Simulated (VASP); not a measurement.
# Cu (I4/mmm) in VASP: single point with r2SCAN

Aim: the single point of Cu with r2SCAN.

Program: VASP 6.6.1. These are calculated values, not measurements. Logs are shortened: lines on timing, memory, paths and dates and some standing lists are left out, and cuts for length are marked.

**1. The cell of the first run**

It takes space group I4/mmm (No. 139, tetragonal). The conventional cell has a = 2.929 Å, b = 2.929 Å, c = 2.670 Å, α = 90.00°, β = 90.00°, γ = 90.00°. Cu (site symmetry 4/mmm) has 14 Cu at 2.46 to 2.93 Å within 3.3 Å.

**2. Single point, r2SCAN (strain +0.015 along x and y, -0.030 along z)**

File POSCAR:

```
Cu
1.0
   -1.4644352198      1.4644352198      1.3347990065
    1.4644352198     -1.4644352198      1.3347990065
    1.4644352198      1.4644352198     -1.3347990065
Cu
1
Direct
    0.0000000000      0.0000000000      0.0000000000
```

File INCAR.step1:

```
ALGO = Normal ; EDIFF = 1E-4
ENCUT = 520 ; GGA = PE
ISMEAR = 0 ; LASPH = True
LCHARG = False ; LREAL = False
LWAVE = True ; NBANDS = 12
NELM = 100 ; PREC = Accurate
SIGMA = 0.15
```

File INCAR.step2:

```
ALGO = Normal ; EDIFF = 1E-7
ENCUT = 520 ; ISIF = 2
ISMEAR = 0 ; ISTART = 1
LASPH = True ; LCHARG = False
LMIXTAU = True ; LREAL = False
LWAVE = False ; METAGGA = R2SCAN
NBANDS = 12 ; NELM = 100
PREC = Accurate ; SIGMA = 0.15
```

File KPOINTS:

```
k-points
0
Gamma
  24 24 24
```

Potentials or basis: VASP PAW PBE potentials, release 64 (Cu).

Command:

```
cat potpaw_PBE.64/Cu/POTCAR > POTCAR
cp INCAR.step1 INCAR
mpirun -np 1 vasp_std > vasp.out
cp INCAR.step2 INCAR
mpirun -np 1 vasp_std > vasp.out
```

OUTCAR:

```text
EDIFF = 1E-7
   ENCUT = 520
   ISIF = 2
   ISMEAR = 0
   ISTART = 1
   LASPH = True
   LREAL = False
   METAGGA = R2SCAN
   NELM = 100
   PREC = Accurate

 ion  position               nearest neighbor table
   1  0.000  0.000  0.000-

  LATTYP: Found a body centered tetragonal cell.
 ALAT       =     2.9288704396
 C/A-ratio  =     0.9114769902

  Lattice vectors:

 A1 = (  -1.4644352198,   1.4644352198,   1.3347990065)
 A2 = (   1.4644352198,  -1.4644352198,   1.3347990065)
 A3 = (   1.4644352198,   1.4644352198,  -1.3347990065)

Analysis of symmetry for initial positions (statically):
=====================================================================
 Subroutine PRICEL returns:
 Original cell was already a primitive cell.

 Routine SETGRP: Setting up the symmetry group for a
 body centered tetragonal supercell.

 Subroutine GETGRP returns: Found 16 space group operations
 (whereof 16 operations were pure point group operations)
 out of a pool of 16 trial point group operations.

The static configuration has the point symmetry D_4h.

Analysis of symmetry for dynamics (positions and initial velocities):
=====================================================================
 Subroutine PRICEL returns:
 Original cell was already a primitive cell.

 Routine SETGRP: Setting up the symmetry group for a
 body centered tetragonal supercell.

 Subroutine GETGRP returns: Found 16 space group operations
 (whereof 16 operations were pure point group operations)
 out of a pool of 16 trial point group operations.

The dynamic configuration has the point symmetry D_4h.

 Subroutine INISYM returns: Found 16 space group operations
 (whereof 16 operations are pure point group operations),
 and found     1 'primitive' translations

----------------------------------------------------------------------------------------

                                     Primitive cell

  volume of cell :      11.4503

  direct lattice vectors                    reciprocal lattice vectors
    -1.464435220  1.464435220  1.334799006     0.000000000  0.341428554  0.374588232
     1.464435220 -1.464435220  1.334799006     0.341428554  0.000000000  0.374588232
     1.464435220  1.464435220 -1.334799006     0.341428554  0.341428554  0.000000000

  length of vectors
     2.463905318  2.463905318  2.463905318     0.506842975  0.506842975  0.482852892

  position of ions in fractional coordinates (direct lattice)
     0.000000000  0.000000000  0.000000000

  ion indices of the primitive-cell ions
   primitive index   ion index
                 1           1

----------------------------------------------------------------------------------------

 KPOINTS: k-points

Automatic generation of k-mesh.
 Grid dimensions read from file:
 generate k-points for:   24   24   24

 Generating k-lattice:

  Cartesian coordinates                     Fractional coordinates (reciprocal lattice)
     0.000000000  0.014226190  0.015607843     0.041666667  0.000000000  0.000000000
     0.014226190  0.000000000  0.015607843     0.000000000  0.041666667  0.000000000
     0.014226190  0.014226190  0.000000000     0.000000000  0.000000000  0.041666667

  Length of vectors
     0.021118457  0.021118457  0.020118871

  Shift w.r.t. Gamma in fractional coordinates (k-lattice)
     0.000000000  0.000000000  0.000000000

 Subroutine IBZKPT returns following result:
 ===========================================

 Found   1063 irreducible k-points:

 Following reciprocal coordinates:
            Coordinates               Weight
  0.000000  0.000000  0.000000      1.000000
  0.041667  0.000000 -0.000000      8.000000
  0.083333  0.000000 -0.000000      8.000000
  0.125000  0.000000  0.000000      8.000000
  0.166667  0.000000 -0.000000      8.000000
  0.208333  0.000000  0.000000      8.000000
[... 16 lines left out ...]
  0.416667  0.041667  0.000000     16.000000
  0.458333  0.041667  0.000000     16.000000
 [... further k-points ...]
   k-points           NKPTS =   1063   k-points in BZ     NKDIM =   1063   number of bands    NBANDS=     12
   number of dos      NEDOS =    301   number of ions     NIONS =      1
   total plane-waves  NPLWV =   5832
   dimension x,y,z NGX =    18 NGY =   18 NGZ =   18
   dimension x,y,z NGXF=    36 NGYF=   36 NGZF=   36
   ions per type =               1
   NGX,Y,Z   is equivalent  to a cutoff of  12.15, 12.15, 12.15 a.u.
   NGXF,Y,Z  is equivalent  to a cutoff of  24.29, 24.29, 24.29 a.u.
 SYSTEM =  unknown system
   PREC   = accura    normal or accurate (medium, high low for compatibility)
   ISTART =      1    job   : 0-new  1-cont  2-samecut
   ICHARG =      0    charge: 1-file 2-atom 10-const
   ISPIN  =      1    spin polarized calculation?
   LNONCOLLINEAR =      F non collinear calculations
   LSORBIT =      F    spin-orbit coupling
   LASPH  =      T    aspherical Exc in radial PAW
   ENCUT  =  520.0 eV  38.22 Ry    6.18 a.u.   4.58  4.58  4.58*2*pi/ulx,y,z
   NELM   =    100;   NELMIN=  2; NELMDL=  0     # of ELM steps
   EDIFF  = 0.1E-06   stopping-criterion for ELM
   LREAL  =      F    real-space projection
   EDIFFG = 0.1E-05   stopping-criterion for IOM
   NSW    =      0    number of steps for IOM
   IBRION =     -1    ionic relax: 0-MD 1-quasi-New 2-CG
   NFREE  =      0    steps in history (QN), initial steepest desc. (CG)
   ISIF   =      2    stress and relaxation
   ISYM   =      2    0-nonsym 1-usesym 2-fastsym
   POTIM  = 0.5000    time-step for ionic-motion
   TEBEG  =    0.0;   TEEND  =   0.0 temperature during run
   PSTRESS=    0.0 pullay stress
   NELECT =      11.0000    total number of electrons
   NUPDOWN=      -1.0000    fix difference up-down
   EMIN   =  10.00;   EMAX   =-10.00  energy-range for DOS
   EFERMI =   0.00;   METHOD = LEGACY
   ISMEAR =     0;   SIGMA  =   0.15  broadening in eV -4-tet -1-fermi 0-gaus
   EFERMI_NEDOS =   21; number of points for ismear=-14 and -15
   IALGO  =     38    algorithm
   IMIX   =      4    mixing-type and parameters
     AMIX     =   0.40;   BMIX     =  1.00
     AMIX_MAG =   1.60;   BMIX_MAG =  1.00
  volume/ion in A,a.u.               =      11.45        77.27
  Fermi-wavevector in a.u.,A,eV,Ry     =   1.615351  3.052571 35.502497  2.609360
  Thomas-Fermi vector in A             =   2.710113
   LORBIT       =      0    0 simple, 1 ext, 2 COOP (PROOUT), +10 PAW based schemes
   METAGGA = R2SCAN    functional components
   LHFCALC =     F    Hartree Fock is set to
   AEXX    =    0.0000 exact exchange contribution
   IVDW    =     0    specifies the selected vdW correction
   LEPSILON=     F    determine dielectric tensor
   LRPA    =     F    only Hartree local field effects (RPA)
 non-spin polarized calculation
 Gauss-broadening in eV      SIGMA  =   0.15
  energy-cutoff  :      520.00
  volume of cell :       11.45
 maximum number of plane-waves:       322
   NGX =  9   NGY =  9   NGZ =  9

 number of electron      11.0000021 magnetization

 Free energy of the ion-electron system (eV)
  ---------------------------------------------------
  ext. energy  EPLUGINS =         0.00000000
  ---------------------------------------------------
  free energy    TOTEN  =       -10.79072679 eV

  energy without entropy =      -10.78644573  energy(sigma->0) =      -10.78858626

 E-fermi :   7.7918     XC(G=0): -13.9557

 val. band max:        7.7851264349   @ k =  -0.4583   0.4583   0.1250
 cond. band min:       7.7942605276   @ k =   0.5000   0.1250   0.0833
 fundamental gap:      0.0091340926
 Fermi energy:         7.7917544382

 k-point     1 :       0.0000    0.0000    0.0000
  band No.  band energies     occupation
      1      -2.1265      2.00000
      2       4.2309      2.00000
      3       4.6246      2.00000
      4       4.6248      2.00000
      5       5.2743      2.00000
      6       5.6894      2.00000
      7      32.9658      0.00000
      8      32.9658      0.00000
      9      35.8455      0.00000
     10      37.1914      0.00000
     11      37.4292      0.00000
     12      38.1823      0.00000

 k-point     2 :       0.0417    0.0000   -0.0000
  band No.  band energies     occupation
      1      -2.0526      2.00000
      2       4.2398      2.00000
      3       4.6212      2.00000
      4       4.6278      2.00000
      5       5.2778      2.00000
      6       5.6777      2.00000
      7      32.6437      0.00000
      8      32.7378      0.00000
      9      35.0716      0.00000
     10      36.7388      0.00000
     11      37.2755      0.00000
     12      37.4374      0.00000

 k-point     3 :       0.0833    0.0000   -0.0000
  band No.  band energies     occupation
      1      -1.8325      2.00000
      2       4.2522      2.00000
      3       4.6083      2.00000
      4       4.6516      2.00000
      5       5.2899      2.00000
      6       5.6461      2.00000
      7      31.6809      0.00000
      8      32.1874      0.00000
      9      33.2867      0.00000
     10      35.5295      0.00000
     11      36.4891      0.00000
     12      37.3063      0.00000

 k-point     4 :       0.1250    0.0000    0.0000
  band No.  band energies     occupation
      1      -1.4706      2.00000
      2       4.2352      2.00000
      3       4.5800      2.00000
      4       4.7290      2.00000
      5       5.3144      2.00000
      6       5.6040      2.00000
      7      29.9153      0.00000
      8      31.4999      0.00000
      9      31.7231      0.00000
     10      34.2193      0.00000
     11      35.6409      0.00000
     12      37.5667      0.00000

 k-point     5 :       0.1667    0.0000   -0.0000
  band No.  band energies     occupation
      1      -0.9763      2.00000
      2       4.1751      2.00000
      3       4.5343      2.00000
      4       4.8731      2.00000
      5       5.3552      2.00000
      6       5.5632      2.00000
      7      27.6410      0.00000
      8      30.5347      0.00000
      9      30.7511      0.00000
     10      33.0132      0.00000
     11      34.8968      0.00000
     12      38.0506      0.00000
[... 228 lines left out ...]
      1       1.9807      2.00000
      2       3.7249      2.00000
      3       4.9307      2.00000
      4       5.4749      2.00000
      5       5.7682      2.00000
      6       5.9864      2.00000
      7      17.4901      0.00000
      8      26.1742      0.00000
      9      26.8259      0.00000
     10      30.4769      0.00000
     11      33.4287      0.00000
     12      40.2145      0.00000

 k-point    22 :       0.3750    0.0417   -0.0000
  band No.  band energies     occupation
      1       2.2831      2.00000
      2       3.6482      2.00000
      3       5.3176      2.00000
      4       5.6285      2.00000
      5       5.8649      2.00000
      6       6.3372      2.00000
      7      15.6235      0.00000
      8      25.6250      0.00000
      9      26.2402      0.00000
     10      30.2643      0.00000
     11      33.3324      0.00000
     12      40.9444      0.00000

 k-point    23 :       0.4167    0.0417    0.0000
  band No.  band energies     occupation
      1       2.4142      2.00000
      2       3.5948      2.00000
      3       5.4111      2.00000
      4       5.7834      2.00000
      5       6.0626      2.00000
      6       6.9509      2.00000
      7      14.0618      0.00000
      8      25.2108      0.00000
      9      25.8623      0.00000
     10      30.1354      0.00000
     11      33.2950      0.00000
     12      41.6442      0.00000

 k-point    24 :       0.4583    0.0417    0.0000
  band No.  band energies     occupation
      1       2.4574      2.00000
      2       3.5682      2.00000
      3       5.4416      2.00000
      4       5.8045      2.00000
      5       6.1791      2.00000
      6       7.5367      1.98383
      7      13.0872      0.00000
      8      24.9532      0.00000
      9      25.6941      0.00000
     10      30.0865      0.00000
     11      33.3048      0.00000
     12      42.2838      0.00000

 [... further k-points ...]

------------------------ aborting loop because EDIFF is reached ----------------------------------------

  FORCE on cell =-STRESS in cart. coord.  units (eV):
  Direction    XX          YY          ZZ          XY          YZ          ZX
  --------------------------------------------------------------------------------------
  -------------------------------------------------------------------------------------
  Total        0.0598497      0.0598497      0.1387488      0.0000000     -0.0000000      0.0000000
  in kB        8.3744560      8.3744560     19.4143831      0.0000000     -0.0000000      0.0000000
  external PRESSURE =      12.0544317 kB  Pullay stress =       0.0000000 kB

 VOLUME and BASIS-vectors are now :
 -----------------------------------------------------------------------------
  energy-cutoff  :      520.00
  volume of cell :       11.45
      direct lattice vectors                 reciprocal lattice vectors
    -1.464435220  1.464435220  1.334799006     0.000000000  0.341428554  0.374588232
     1.464435220 -1.464435220  1.334799006     0.341428554  0.000000000  0.374588232
     1.464435220  1.464435220 -1.334799006     0.341428554  0.341428554  0.000000000

 POSITION                                       TOTAL-FORCE (eV/Angst)
 -----------------------------------------------------------------------------------
      0.00000      0.00000      0.00000        -0.000000      0.000000      0.000000
 -----------------------------------------------------------------------------------
    total drift:                                0.000000      0.000000      0.000000

  FREE ENERGIE OF THE ION-ELECTRON SYSTEM (eV)
  ---------------------------------------------------
  free  energy   TOTEN  =       -10.7907267926 eV

  energy  without entropy=      -10.7864457292  energy(sigma->0) =      -10.78858626
```

Run time: 13 min. Hardware: 1 thread of Intel Xeon 8259CL, shared host; peak memory 0.25 GiB.

What came out:

```
Free energy            : -10.7907 eV
Pressure               : 1.2 GPa
Band gap on the k mesh : zero (an odd number of electrons rules out a gap without spin polarisation)
```

Caveat: the cell differs from its parent crystal (strain +0.015 along x and y, -0.030 along z); the PAW data sets were made with another functional, which shifts forces and pressure a little.
